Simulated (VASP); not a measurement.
Na3TiPd2: single point with PBE

The system is Na3TiPd2.

```
CELL_PARAMETERS angstrom
4.31432 0.00000 0.00000
-2.15716 3.73631 0.00000
0.00000 0.00000 10.21632
ATOMIC_POSITIONS crystal
Na 0.00000 0.00000 0.50000
Na 0.66667 0.33333 0.23963
Na 0.33333 0.66667 0.76037
Ti 0.00000 0.00000 0.00000
Pd 0.66667 0.33333 0.93124
Pd 0.33333 0.66667 0.06876
```

The cell was built from a structure type or drawn by symmetry, and may not be a known phase.

```yaml
Program: VASP 6.6.1
Task: single point
Functional: PBE
Potentials_or_basis: VASP PAW PBE potentials, release 64 (Na_pv, Ti_sv, Pd)
Cutoff: 520 eV
k_mesh: 12 × 12 × 4
Occupations: gaussian, width 0.1 eV
Spin: no spin polarisation
```

The pressure is 0.0 GPa and the band gap on the k mesh is zero (an odd number of electrons rules out a gap without spin polarisation).

Forces in eV/Å, atoms in the order of the input:
```
Na   0.000  0.000  0.000
Na   0.000  0.000  0.000
Na   0.000  0.000  0.000
Ti   0.000  0.000  0.000
Pd   0.000  0.000  0.002
Pd   0.000  0.000 -0.002
```

Levels at points of the mesh, in eV from the Fermi level:
| k point | band 24 | band 25 | band 26 | band 27 | band 28 | band 29 | band 30 | band 31 |
| --- | --- | --- | --- | --- | --- | --- | --- | --- |
| (0.00, 0.00, 0.00) | -1.86 | -1.86 | -1.66 | -0.01 | 0.30 | 0.30 | 1.24 | 1.24 |
| (0.50, 0.00, 0.00) | -2.05 | -1.25 | -0.44 | 0.51 | 0.53 | 0.87 | 1.01 | 1.23 |
| (0.00, 0.00, 0.50) | -1.86 | -1.86 | -0.50 | -0.38 | 0.30 | 0.30 | 1.04 | 1.24 |
| (0.50, 0.00, 0.50) | -2.05 | -1.22 | -0.58 | 0.29 | 0.67 | 0.82 | 0.87 | 1.64 |

It took 7.5 min on 1 thread of Intel(R) Xeon(R) 6975P-C (Granite Rapids), with other jobs on the host, peak memory 0.53 GiB.
